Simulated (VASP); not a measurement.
Here is a VASP 6.6.1 calculation.

INCAR

```
SYSTEM = AlN
ALGO = Normal ; EDIFF = 1E-6
ENCUT = 600 ; GGA = PS
GGA_COMPAT = .FALSE. ; ISIF = 2
ISMEAR = 0 ; LASPH = .TRUE.
LCHARG = .FALSE. ; LREAL = .FALSE.
LWAVE = .FALSE. ; NBANDS = 26
NELM = 120 ; PREC = Accurate
SIGMA = 0.05
```

The input KPOINTS:

```
k-points
0
G
  8 8 8
  0 0 0
```

POSCAR

```
AlN
1.0
   -3.1136926464      0.0000000000      0.0000000000
    0.0000000000      5.3930738627      0.0000000000
    1.5568463232     -2.6965369313     -4.9834165464
Al N
4 4
Direct
    0.9703413749      0.3325792953      0.9984919239
    0.4703413749      0.8325792953      0.9984919239
    0.2781505490      0.9159126286      0.4984919239
    0.7781505490      0.4159126286      0.4984919239
    0.8340815715      0.1415873714      0.6165080761
    0.3340815715      0.6415873714      0.6165080761
    0.0324265046      0.7249207047      0.1165080761
    0.5324265046      0.2249207047      0.1165080761
```

Potentials or basis: VASP PAW PBE potentials, release 64 (Al, N).

The run is started by

```console
$ cat potpaw_PBE.64/Al/POTCAR potpaw_PBE.64/N/POTCAR > POTCAR
$ mpirun -np 1 vasp_std > vasp.out
```

Q: Predict the pressure.

A: -0.4 GPa.

Q: Predict the largest force.

A: 0.498 eV/Å.

Q: What does it give for the band gap on the k mesh?

A: 4.02 eV.

Stress tensor (GPa, compression positive):
```
-0.87  0.33  0.00
 0.33 -0.08  0.00
 0.00  0.00 -0.11
```

Caveat: the cell differs from its parent crystal (atoms displaced along a vibrational mode); the PAW data sets were made with another functional, which shifts forces and pressure a little. A k mesh can miss the band edges.
